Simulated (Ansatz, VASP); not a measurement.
Ta: VASP beside Ansatz

```xyz
1
Lattice="-1.6513 1.6513 1.6513 1.6513 -1.6513 1.6513 1.6513 1.6513 -1.6513" Properties=species:S:1:pos:R:3 pbc="T T T"
Ta    0.0000    0.0000    0.0000
```

Alike in both runs: task electric field gradients; functional PBE; k mesh 17 × 17 × 17; occupations fermi-dirac, width 0.08 eV; non-collinear spin, spin-orbit coupling.

```csv
,VASP,Ansatz
version,VASP 6.6.1,Ansatz 0.2.0
potentials or method,"VASP PAW PBE potentials, release 64 (Ta_pv)","PAW with Ansatz's default frozen-core files, fully relativistic files with spin-orbit coupling"
plane-wave cutoff (eV),520,420
valence electrons in the cell,11,13
```

Ansatz gave:

```
pressure (GPa) : 3.1
```

Task: What did VASP give for the same quantities?

Result: Pressure (GPa): 3.0.

VASP's potentials hold 11 valence electrons a cell and Ansatz's 13, so a difference there can come from the potentials and not from the codes.
